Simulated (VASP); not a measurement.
# Os in VASP: notebook

Os is run at these levels: PBEsol; tasks: electric field gradients.

All numbers are computed with VASP 6.6.1; they aren't measurements. Logs are shortened: lines on timing, memory, paths and dates and some standing lists are left out, and cuts for length are marked.

## 1. The cell of the first run

Symmetry: I4/mmm, No. 139, tetragonal system. The conventional cell has a = 2.806 Å, b = 2.806 Å, c = 3.890 Å, α = 90.00°, β = 90.00°, γ = 90.00°. Within 3.7 Å of Os (site symmetry 4/mmm) lie 12 Os at 2.78 to 2.81 Å.

## 2. Electric field gradients, PBEsol (equal xx and yy strain of +2 %)

The input, INCAR:

```
SYSTEM = Os
PREC = Accurate
ENCUT = 520
EDIFF = 1E-8
ISMEAR = -1
SIGMA = 0.05
LREAL = .False.
LASPH = .True.
NELM = 80
ALGO = Normal
ISIF = 2
LWAVE = .False.
LCHARG = .False.
GGA = PS
LEFG = .True.
NBANDS = 10
```

The input, KPOINTS:

```
Automatic mesh
0
Gamma
  14 14 14
  0 0 0
```

The input, POSCAR:

```
Os
1.0
    0.0000000000      1.9839000000      1.9450000000
    1.9839000000      0.0000000000      1.9450000000
    1.9839000000      1.9839000000      0.0000000000
Os
1
Direct
    0.0000000000      0.0000000000      0.0000000000
```

Potentials or basis: VASP PAW PBE potentials, release 64 (Os).

Launch:

```
cat potpaw_PBE.64/Os/POTCAR > POTCAR
mpirun -np 1 vasp_std > vasp.out
```

OUTCAR:

```text
SYSTEM = Os
   PREC = Accurate
   ENCUT = 520
   EDIFF = 1E-8
   ISMEAR = -1
   LREAL = .False.
   LASPH = .True.
   NELM = 80
   ISIF = 2
   GGA = PS

 ion  position               nearest neighbor table
   1  0.000  0.000  0.000-

  LATTYP: Found a body centered tetragonal cell.
 ALAT       =     2.8056582864
 C/A-ratio  =     1.3864838847

  Lattice vectors:

 A1 = (   0.0000000000,  -1.9839000000,  -1.9450000000)
 A2 = (   0.0000000000,   1.9839000000,  -1.9450000000)
 A3 = (   1.9839000000,   0.0000000000,   1.9450000000)

Analysis of symmetry for initial positions (statically):
=====================================================================
 Subroutine PRICEL returns:
 Original cell was already a primitive cell.

 Routine SETGRP: Setting up the symmetry group for a
 body centered tetragonal supercell.

 Subroutine GETGRP returns: Found 16 space group operations
 (whereof 16 operations were pure point group operations)
 out of a pool of 16 trial point group operations.

The static configuration has the point symmetry D_4h.

Analysis of symmetry for dynamics (positions and initial velocities):
=====================================================================
 Subroutine PRICEL returns:
 Original cell was already a primitive cell.

 Routine SETGRP: Setting up the symmetry group for a
 body centered tetragonal supercell.

 Subroutine GETGRP returns: Found 16 space group operations
 (whereof 16 operations were pure point group operations)
 out of a pool of 16 trial point group operations.

The dynamic configuration has the point symmetry D_4h.

 Subroutine INISYM returns: Found 16 space group operations
 (whereof 16 operations are pure point group operations),
 and found     1 'primitive' translations

----------------------------------------------------------------------------------------

                                     Primitive cell

  volume of cell :      15.3105

  direct lattice vectors                    reciprocal lattice vectors
     0.000000000  1.983900000  1.945000000    -0.252028832  0.252028832  0.257069409
     1.983900000  0.000000000  1.945000000     0.252028832 -0.252028832  0.257069409
     1.983900000  1.983900000  0.000000000     0.252028832  0.252028832 -0.257069409

  length of vectors
     2.778288000  2.778288000  2.805658286     0.439456193  0.439456193  0.439456193

  position of ions in fractional coordinates (direct lattice)
     0.000000000  0.000000000  0.000000000

  ion indices of the primitive-cell ions
   primitive index   ion index
                 1           1

----------------------------------------------------------------------------------------

 KPOINTS: Automatic mesh

Automatic generation of k-mesh.
 Grid dimensions read from file:
 generate k-points for:   14   14   14

 Generating k-lattice:

  Cartesian coordinates                     Fractional coordinates (reciprocal lattice)
    -0.018002059  0.018002059  0.018362101     0.071428571 -0.000000000  0.000000000
     0.018002059 -0.018002059  0.018362101    -0.000000000  0.071428571  0.000000000
     0.018002059  0.018002059 -0.018362101     0.000000000  0.000000000  0.071428571

  Length of vectors
     0.031389728  0.031389728  0.031389728

  Shift w.r.t. Gamma in fractional coordinates (k-lattice)
     0.000000000  0.000000000  0.000000000

 Subroutine IBZKPT returns following result:
 ===========================================

 Found    244 irreducible k-points:

 Following reciprocal coordinates:
            Coordinates               Weight
  0.000000  0.000000  0.000000      1.000000
  0.071429 -0.000000  0.000000      8.000000
  0.142857  0.000000  0.000000      8.000000
  0.214286 -0.000000  0.000000      8.000000
  0.285714 -0.000000  0.000000      8.000000
  0.357143  0.000000  0.000000      8.000000
[... 16 lines left out ...]
  0.214286  0.142857  0.000000      8.000000
  0.285714  0.142857  0.000000      8.000000
 [... further k-points ...]
   k-points           NKPTS =    244   k-points in BZ     NKDIM =    244   number of bands    NBANDS=     10
   number of dos      NEDOS =    301   number of ions     NIONS =      1
   total plane-waves  NPLWV =  13824
   dimension x,y,z NGX =    24 NGY =   24 NGZ =   24
   dimension x,y,z NGXF=    48 NGYF=   48 NGZF=   48
   ions per type =               1
   NGX,Y,Z   is equivalent  to a cutoff of  14.36, 14.36, 14.22 a.u.
   NGXF,Y,Z  is equivalent  to a cutoff of  28.72, 28.72, 28.44 a.u.
 SYSTEM =  Os
   PREC   = accura    normal or accurate (medium, high low for compatibility)
   ISTART =      0    job   : 0-new  1-cont  2-samecut
   ICHARG =      2    charge: 1-file 2-atom 10-const
   ISPIN  =      1    spin polarized calculation?
   LNONCOLLINEAR =      F non collinear calculations
   LSORBIT =      F    spin-orbit coupling
   LASPH  =      T    aspherical Exc in radial PAW
   ENCUT  =  520.0 eV  38.22 Ry    6.18 a.u.   5.17  5.17  5.22*2*pi/ulx,y,z
   NELM   =     80;   NELMIN=  2; NELMDL= -5     # of ELM steps
   EDIFF  = 0.1E-07   stopping-criterion for ELM
   LREAL  =      F    real-space projection
   EDIFFG = 0.1E-06   stopping-criterion for IOM
   NSW    =      0    number of steps for IOM
   IBRION =     -1    ionic relax: 0-MD 1-quasi-New 2-CG
   NFREE  =      0    steps in history (QN), initial steepest desc. (CG)
   ISIF   =      2    stress and relaxation
   ISYM   =      2    0-nonsym 1-usesym 2-fastsym
   POTIM  = 0.5000    time-step for ionic-motion
   TEBEG  =    0.0;   TEEND  =   0.0 temperature during run
   PSTRESS=    0.0 pullay stress
   NELECT =       8.0000    total number of electrons
   NUPDOWN=      -1.0000    fix difference up-down
   EMIN   =  10.00;   EMAX   =-10.00  energy-range for DOS
   EFERMI =   0.00;   METHOD = LEGACY
   ISMEAR =    -1;   SIGMA  =   0.05  broadening in eV -4-tet -1-fermi 0-gaus
   EFERMI_NEDOS =   21; number of points for ismear=-14 and -15
   IALGO  =     38    algorithm
   IMIX   =      4    mixing-type and parameters
     AMIX     =   0.40;   BMIX     =  1.00
     AMIX_MAG =   1.60;   BMIX_MAG =  1.00
  volume/ion in A,a.u.               =      15.31       103.32
  Fermi-wavevector in a.u.,A,eV,Ry     =   1.318586  2.491766 23.656026  1.738669
  Thomas-Fermi vector in A             =   2.448545
   LORBIT       =      0    0 simple, 1 ext, 2 COOP (PROOUT), +10 PAW based schemes
   GGA     = PS    functional components
   LHFCALC =     F    Hartree Fock is set to
   AEXX    =    0.0000 exact exchange contribution
   IVDW    =     0    specifies the selected vdW correction
   LEPSILON=     F    determine dielectric tensor
   LRPA    =     F    only Hartree local field effects (RPA)
 non-spin polarized calculation
  energy-cutoff  :      520.00
  volume of cell :       15.31
 maximum number of plane-waves:       431
 NGX is ok and might be reduce to    24
   NGX = 11   NGY = 11   NGZ = 11

 number of electron       8.0000000 magnetization

 Free energy of the ion-electron system (eV)
  ---------------------------------------------------
  ext. energy  EPLUGINS =         0.00000000
  ---------------------------------------------------
  free energy    TOTEN  =       -11.94808838 eV

  energy without entropy =      -11.93762488  energy(sigma->0) =      -11.94285663

 E-fermi :   7.8400     XC(G=0): -13.6422

 val. band max:        7.8309752481   @ k =   0.0714   0.0714   0.0000
 cond. band min:       7.8439484762   @ k =   0.2857  -0.0000   0.0714
 fundamental gap:      0.0129732280
 Fermi energy:         7.8399592981

 k-point     1 :       0.0000    0.0000    0.0000
  band No.  band energies     occupation
      1      -2.1936      2.00000
      2       5.1571      2.00000
      3       5.1571      2.00000
      4       5.4080      2.00000
      5       7.7364      1.77594
      6       8.0557      0.02640
      7      22.1906      0.00000
      8      27.2535      0.00000
      9      27.2535      0.00000
     10      27.8571      0.00000

 k-point     2 :       0.0714   -0.0000    0.0000
  band No.  band energies     occupation
      1      -1.9773      2.00000
      2       5.0812      2.00000
      3       5.2519      2.00000
      4       5.4553      2.00000
      5       7.6804      1.92094
      6       7.9843      0.10560
      7      22.5790      0.00000
      8      26.3318      0.00000
      9      27.6212      0.00000
     10      28.0466      0.00000
[... 274 lines left out ...]
 k-point    24 :       0.2857    0.1429    0.0000
  band No.  band energies     occupation
      1       0.5104      2.00000
      2       3.9037      2.00000
      3       5.6680      2.00000
      4       6.2088      2.00000
      5       7.6029      1.98271
      6       8.7865      0.00000
      7      22.6967      0.00000
      8      25.7867      0.00000
      9      27.5918      0.00000
     10      28.7580      0.00000

 [... further k-points ...]
[... 5 lines left out ...]
  --------------------------------------------------------------------------------------
  -------------------------------------------------------------------------------------
  Total       -3.1938149     -3.1938149     -2.7239375      0.0000000      0.0000000     -0.0000000
  in kB     -334.2190292   -334.2190292   -285.0483716      0.0000000      0.0000000     -0.0000000
  external PRESSURE =    -317.8288100 kB  Pullay stress =       0.0000000 kB

 VOLUME and BASIS-vectors are now :
 -----------------------------------------------------------------------------
  energy-cutoff  :      520.00
  volume of cell :       15.31
      direct lattice vectors                 reciprocal lattice vectors
     0.000000000  1.983900000  1.945000000    -0.252028832  0.252028832  0.257069409
     1.983900000  0.000000000  1.945000000     0.252028832 -0.252028832  0.257069409
     1.983900000  1.983900000  0.000000000     0.252028832  0.252028832 -0.257069409

 POSITION                                       TOTAL-FORCE (eV/Angst)
 -----------------------------------------------------------------------------------
      0.00000      0.00000      0.00000         0.000000      0.000000      0.000000
 -----------------------------------------------------------------------------------
    total drift:                               -0.000000      0.000000     -0.000000

  FREE ENERGIE OF THE ION-ELECTRON SYSTEM (eV)
  ---------------------------------------------------
  free  energy   TOTEN  =       -11.9480883813 eV

  energy  without entropy=      -11.9376248844  energy(sigma->0) =      -11.94285663

 Electric field gradients (V/A^2)
---------------------------------------------------------------------
 ion       V_xx      V_yy      V_zz      V_xy      V_xz      V_yz
---------------------------------------------------------------------
   1       1.456     1.456    -2.913    -0.000     0.000     0.000
---------------------------------------------------------------------

 Electric field gradients after diagonalization (V/A^2)
 (convention: |V_zz| > |V_xx| > |V_yy|)
----------------------------------------------------------------------
 ion       V_xx      V_yy      V_zz     asymmetry (V_yy - V_xx)/ V_zz
----------------------------------------------------------------------
   1       1.456     1.456    -2.913       0.000
----------------------------------------------------------------------

           NMR quadrupolar parameters

 Cq : quadrupolar parameter    Cq=e*Q*V_zz/h
 eta: asymmetry parameters     (V_yy - V_xx)/ V_zz
 Q  : nuclear electric quadrupole moment in mb (millibarn)
----------------------------------------------------------------------
 ion       Cq(MHz)       eta       Q (mb)
----------------------------------------------------------------------
   1      -0.007       0.000       1.000
----------------------------------------------------------------------
```

Run time: 32 s. Hardware: 1 thread of Intel Xeon Platinum 8259CL at 2.50GHz (Skylake/Cascade Lake), shared host; peak memory 0.17 GiB.

Results:

| Property | Result |
| --- | --- |
| Free energy | -11.9481 eV |
| Pressure | -31.8 GPa |
| Band gap on the k mesh | zero (band 4 reaches 10.30 eV, above the bottom of band 5 at 6.62 eV) |

Stress tensor (GPa, compression positive):
```
-33.42   0.00   0.00
  0.00 -33.42   0.00
  0.00   0.00 -28.50
```

Levels at points of the mesh, in eV from the Fermi level:
| k point | band 2 | band 3 | band 4 | band 5 | band 6 | band 7 |
| --- | --- | --- | --- | --- | --- | --- |
| (0.00, 0.00, 0.00) | -2.68 | -2.68 | -2.43 | -0.10 | 0.22 | 14.35 |
| (0.50, 0.00, 0.00) | -2.86 | -2.60 | -0.16 | 2.08 | 2.23 | 7.91 |
| (0.50, 0.50, 0.00) | -6.04 | 2.11 | 2.46 | 2.76 | 2.76 | 11.19 |
| (0.50, 0.00, 0.50) | -6.02 | 2.06 | 2.11 | 2.61 | 2.86 | 10.70 |

Electric field gradients, principal values (V/Å²):
```
atom  least  middle  greatest (by size)
1 Os  1.456   1.456              -2.913
```

Caveat: the cell differs from its parent crystal (equal xx and yy strain of +2 %); without QUAD_EFG the Cq values of the log hold for a quadrupole moment of 1 mb, not for the nuclei; the PAW data sets were made with another functional, which shifts forces and pressure a little; spin-orbit coupling is left out, which moves the levels of the heavy elements.

(Continued in part 2 of 2.)
